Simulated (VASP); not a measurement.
# PtS2 (P-3m1) in VASP: settings compared

Aim: see how the results for PtS2 move with the level of theory and the settings. Levels: PBE, r2SCAN. Tasks: single point.

Program: VASP 6.6.1. These are calculated values, not measurements. Logs are shortened: lines on timing, memory, paths and dates and some standing lists are left out, and cuts for length are marked.

## Step 1: The cell of the first run

It takes space group P-3m1 (No. 164, trigonal). The conventional cell has a = 3.391 Å, b = 3.391 Å, c = 5.123 Å, α = 90.00°, β = 90.00°, γ = 120.00°. Pt (site symmetry -3m) has 6 S at 2.35 Å within 3.1 Å. Within 3.1 Å of S (site symmetry 3m) lie 3 Pt at 2.35 Å.

## Step 2: Single point, PBE (biaxial xy strain -4.6%)

Contents of INCAR:

```
ALGO = Normal
EDIFF = 1E-6
ENCUT = 520
GGA = PE
ISIF = 2
ISMEAR = -1
LASPH = T
LCHARG = F
LREAL = F
LWAVE = F
NBANDS = 18
NELM = 60
PREC = Accurate
SIGMA = 0.02
```

Contents of KPOINTS:

```
k-points
0
Gamma
  12 12 6
```

Contents of POSCAR:

```
PtS2
1.0
    3.3906244359      0.0000000000      0.0000000000
   -1.6953122179      2.9363668962      0.0000000000
    0.0000000000      0.0000000000      5.1228306135
Pt S
1 2
Direct
    0.0000000000      0.0000000000      0.0000000000
    0.3333333333      0.6666666667      0.2545678988
    0.6666666667      0.3333333333      0.7454321012
```

Potentials or basis: VASP PAW PBE potentials, release 64 (Pt, S).

On the command line:

```console
$ cat potpaw_PBE.64/Pt/POTCAR potpaw_PBE.64/S/POTCAR > POTCAR
$ mpirun -np 1 vasp_std > vasp.out
```

OUTCAR:

```text
EDIFF = 1E-6
   ENCUT = 520
   GGA = PE
   ISIF = 2
   ISMEAR = -1
   LASPH = T
   LREAL = F
   NELM = 60
   PREC = Accurate

 ion  position               nearest neighbor table
   1  0.000  0.000  0.000-   2 2.35   3 2.35   2 2.35   3 2.35   3 2.35   2 2.35
   2  0.333  0.667  0.255-   1 2.35   1 2.35   1 2.35
   3  0.667  0.333  0.745-   1 2.35   1 2.35   1 2.35

  LATTYP: Found a hexagonal cell.
 ALAT       =     3.3906244359
 C/A-ratio  =     1.5108811696

  Lattice vectors:

 A1 = (   3.3906244359,   0.0000000000,   0.0000000000)
 A2 = (  -1.6953122179,   2.9363668962,   0.0000000000)
 A3 = (   0.0000000000,   0.0000000000,   5.1228306135)

Analysis of symmetry for initial positions (statically):
=====================================================================
 Subroutine PRICEL returns:
 Original cell was already a primitive cell.

 Routine SETGRP: Setting up the symmetry group for a
 hexagonal supercell.

 Subroutine GETGRP returns: Found 12 space group operations
 (whereof 12 operations were pure point group operations)
 out of a pool of 24 trial point group operations.

The static configuration has the point symmetry D_3d.

Analysis of symmetry for dynamics (positions and initial velocities):
=====================================================================
 Subroutine PRICEL returns:
 Original cell was already a primitive cell.

 Routine SETGRP: Setting up the symmetry group for a
 hexagonal supercell.

 Subroutine GETGRP returns: Found 12 space group operations
 (whereof 12 operations were pure point group operations)
 out of a pool of 24 trial point group operations.

The dynamic configuration has the point symmetry D_3d.

 Subroutine INISYM returns: Found 12 space group operations
 (whereof 12 operations are pure point group operations),
 and found     1 'primitive' translations

----------------------------------------------------------------------------------------

                                     Primitive cell

  volume of cell :      51.0035

  direct lattice vectors                    reciprocal lattice vectors
     3.390624436  0.000000000  0.000000000     0.294930925  0.170278449  0.000000000
    -1.695312218  2.936366896  0.000000000     0.000000000  0.340556897  0.000000000
     0.000000000  0.000000000  5.122830613     0.000000000  0.000000000  0.195204580

  length of vectors
     3.390624436  3.390624436  5.122830613     0.340556897  0.340556897  0.195204580

  position of ions in fractional coordinates (direct lattice)
     0.000000000  0.000000000  0.000000000
     0.333333333  0.666666667  0.254567899
     0.666666667  0.333333333  0.745432101

  ion indices of the primitive-cell ions
   primitive index   ion index
                 1           1
                 2           2
                 3           3

----------------------------------------------------------------------------------------

 KPOINTS: k-points

Automatic generation of k-mesh.
 Grid dimensions read from file:
 generate k-points for:   12   12    6

 Generating k-lattice:

  Cartesian coordinates                     Fractional coordinates (reciprocal lattice)
     0.024577577  0.014189871  0.000000000     0.083333333  0.000000000  0.000000000
     0.000000000  0.028379741  0.000000000     0.000000000  0.083333333  0.000000000
     0.000000000  0.000000000  0.032534097     0.000000000  0.000000000  0.166666667

  Length of vectors
     0.028379741  0.028379741  0.032534097

  Shift w.r.t. Gamma in fractional coordinates (k-lattice)
     0.000000000  0.000000000  0.000000000

 Subroutine IBZKPT returns following result:
 ===========================================

 Found    100 irreducible k-points:

 Following reciprocal coordinates:
            Coordinates               Weight
  0.000000  0.000000  0.000000      1.000000
  0.083333  0.000000  0.000000      6.000000
  0.166667  0.000000  0.000000      6.000000
  0.250000  0.000000  0.000000      6.000000
  0.333333  0.000000  0.000000      6.000000
  0.416667  0.000000  0.000000      6.000000
[... 16 lines left out ...]
  0.166667  0.000000  0.166667      6.000000
  0.000000  0.166667  0.166667      6.000000
 [... further k-points ...]
   k-points           NKPTS =    100   k-points in BZ     NKDIM =    100   number of bands    NBANDS=     18
   number of dos      NEDOS =    301   number of ions     NIONS =      3
   total plane-waves  NPLWV =  31360
   dimension x,y,z NGX =    28 NGY =   28 NGZ =   40
   dimension x,y,z NGXF=    56 NGYF=   56 NGZF=   80
   ions per type =               1   2
   NGX,Y,Z   is equivalent  to a cutoff of  13.73, 13.73, 12.98 a.u.
   NGXF,Y,Z  is equivalent  to a cutoff of  27.46, 27.46, 25.96 a.u.
 SYSTEM =  unknown system
   PREC   = accura    normal or accurate (medium, high low for compatibility)
   ISTART =      0    job   : 0-new  1-cont  2-samecut
   ICHARG =      2    charge: 1-file 2-atom 10-const
   ISPIN  =      1    spin polarized calculation?
   LNONCOLLINEAR =      F non collinear calculations
   LSORBIT =      F    spin-orbit coupling
   LASPH  =      T    aspherical Exc in radial PAW
   ENCUT  =  520.0 eV  38.22 Ry    6.18 a.u.   6.30  6.30  9.53*2*pi/ulx,y,z
   NELM   =     60;   NELMIN=  2; NELMDL= -5     # of ELM steps
   EDIFF  = 0.1E-05   stopping-criterion for ELM
   LREAL  =      F    real-space projection
   EDIFFG = 0.1E-04   stopping-criterion for IOM
   NSW    =      0    number of steps for IOM
   IBRION =     -1    ionic relax: 0-MD 1-quasi-New 2-CG
   NFREE  =      0    steps in history (QN), initial steepest desc. (CG)
   ISIF   =      2    stress and relaxation
   ISYM   =      2    0-nonsym 1-usesym 2-fastsym
   POTIM  = 0.5000    time-step for ionic-motion
   TEBEG  =    0.0;   TEEND  =   0.0 temperature during run
   PSTRESS=    0.0 pullay stress
   NELECT =      22.0000    total number of electrons
   NUPDOWN=      -1.0000    fix difference up-down
   EMIN   =  10.00;   EMAX   =-10.00  energy-range for DOS
   EFERMI =   0.00;   METHOD = LEGACY
   ISMEAR =    -1;   SIGMA  =   0.02  broadening in eV -4-tet -1-fermi 0-gaus
   EFERMI_NEDOS =   21; number of points for ismear=-14 and -15
   IALGO  =     38    algorithm
   IMIX   =      4    mixing-type and parameters
     AMIX     =   0.40;   BMIX     =  1.00
     AMIX_MAG =   1.60;   BMIX_MAG =  1.00
  volume/ion in A,a.u.               =      17.00       114.73
  Fermi-wavevector in a.u.,A,eV,Ry     =   1.236941  2.337480 20.817234  1.530024
  Thomas-Fermi vector in A             =   2.371529
   LORBIT       =      0    0 simple, 1 ext, 2 COOP (PROOUT), +10 PAW based schemes
   GGA     = PE    functional components
   LHFCALC =     F    Hartree Fock is set to
   AEXX    =    0.0000 exact exchange contribution
   IVDW    =     0    specifies the selected vdW correction
   LEPSILON=     F    determine dielectric tensor
   LRPA    =     F    only Hartree local field effects (RPA)
 non-spin polarized calculation
  energy-cutoff  :      520.00
  volume of cell :       51.00
 maximum number of plane-waves:      1389
 NGX is ok and might be reduce to    28
   NGX = 13   NGY = 13   NGZ = 19

 number of electron      21.9999999 magnetization

 Free energy of the ion-electron system (eV)
  ---------------------------------------------------
  ext. energy  EPLUGINS =         0.00000000
  ---------------------------------------------------
  free energy    TOTEN  =       -15.07778780 eV

  energy without entropy =      -15.07778780  energy(sigma->0) =      -15.07778780

 E-fermi :   8.0960     XC(G=0): -11.0586

 val. band max:        7.7493365257   @ k =   0.0000   0.1667   0.3333
 cond. band min:       8.4461610549   @ k =   0.2500   0.2500   0.0000
 fundamental gap:      0.6968245293
 Fermi energy:         8.0959837791

 k-point     1 :       0.0000    0.0000    0.0000
  band No.  band energies     occupation
      1      -7.9407      2.00000
      2      -5.0088      2.00000
      3       0.0783      2.00000
      4       1.1435      2.00000
      5       1.1435      2.00000
      6       3.7632      2.00000
[... 10 lines left out ...]
     17      16.1227      0.00000
     18      20.7587      0.00000

 k-point     2 :       0.0833    0.0000    0.0000
  band No.  band energies     occupation
      1      -7.8397      2.00000
      2      -5.0389      2.00000
      3       0.1905      2.00000
      4       1.1723      2.00000
      5       1.2012      2.00000
      6       3.6229      2.00000
[... 10 lines left out ...]
     17      16.4361      0.00000
     18      19.5646      0.00000

 k-point     3 :       0.1667    0.0000    0.0000
  band No.  band energies     occupation
      1      -7.5474      2.00000
      2      -5.1211      2.00000
      3       0.5087      2.00000
      4       1.2757      2.00000
      5       1.3501      2.00000
      6       3.1440      2.00000
[... 10 lines left out ...]
     17      17.2068      0.00000
     18      17.7283      0.00000

 k-point     4 :       0.2500    0.0000    0.0000
  band No.  band energies     occupation
      1      -7.0983      2.00000
      2      -5.2342      2.00000
      3       0.9276      2.00000
      4       1.5060      2.00000
      5       1.5159      2.00000
      6       2.3533      2.00000
[... 375 lines left out ...]
      4       1.1961      2.00000
      5       1.2260      2.00000
      6       3.5975      2.00000
[... 10 lines left out ...]
     17      16.6535      0.00000
     18      18.5160      0.00000

 k-point    23 :       0.1667    0.0000    0.1667
  band No.  band energies     occupation
      1      -7.4499      2.00000
      2      -5.3314      2.00000
      3       0.7149      2.00000
      4       1.3170      2.00000
      5       1.3745      2.00000
      6       3.1880      2.00000
[... 10 lines left out ...]
     17      16.7684      0.00000
     18      17.5811      0.00000

 k-point    24 :       0.0000    0.1667    0.1667
  band No.  band energies     occupation
      1      -7.4619      2.00000
      2      -5.2966      2.00000
      3       0.5472      2.00000
      4       1.3294      2.00000
      5       1.4836      2.00000
      6       3.0464      2.00000
[... 10 lines left out ...]
     17      17.2856      0.00000
     18      17.6550      0.00000

 [... further k-points ...]
[... 5 lines left out ...]
  --------------------------------------------------------------------------------------
  -------------------------------------------------------------------------------------
  Total        5.8159265      5.8159265      2.0407949      0.0000000     -0.0000000     -0.0000000
  in kB      182.6961901    182.6961901     64.1076624      0.0000000     -0.0000000     -0.0000000
  external PRESSURE =     143.1666808 kB  Pullay stress =       0.0000000 kB

 VOLUME and BASIS-vectors are now :
 -----------------------------------------------------------------------------
  energy-cutoff  :      520.00
  volume of cell :       51.00
      direct lattice vectors                 reciprocal lattice vectors
     3.390624436  0.000000000  0.000000000     0.294930925  0.170278449  0.000000000
    -1.695312218  2.936366896  0.000000000     0.000000000  0.340556897  0.000000000
     0.000000000  0.000000000  5.122830613     0.000000000  0.000000000  0.195204580

 POSITION                                       TOTAL-FORCE (eV/Angst)
 -----------------------------------------------------------------------------------
      0.00000      0.00000      0.00000        -0.000000      0.000000      0.000000
     -0.00000      1.95758      1.30411         0.000000     -0.000000      0.126856
      1.69531      0.97879      3.81872        -0.000000      0.000000     -0.126856
 -----------------------------------------------------------------------------------
    total drift:                                0.000000      0.000000      0.000000

  FREE ENERGIE OF THE ION-ELECTRON SYSTEM (eV)
  ---------------------------------------------------
  free  energy   TOTEN  =       -15.0777878037 eV

  energy  without entropy=      -15.0777878032  energy(sigma->0) =      -15.07778780
```

It took 47 s on 1 thread of AMD EPYC 9R45 (Zen 5), shared host; peak memory 0.2 GiB.

What came out:

```yaml
Free_energy: -15.0778 eV
Pressure: 14.3 GPa
Largest_force: 0.127 eV/Å
Band_gap_on_the_k_mesh: 0.70 eV, indirect (least direct gap 0.79 eV)
```

Forces on the atoms (eV/Å):
```
Pt   0.000  0.000  0.000
S    0.000  0.000  0.127
S    0.000  0.000 -0.127
```

Caveat: the cell differs from its parent crystal (biaxial xy strain -4.6%); spin-orbit coupling is left out, which moves the levels of the heavy elements.

(Continued in part 2 of 2.)
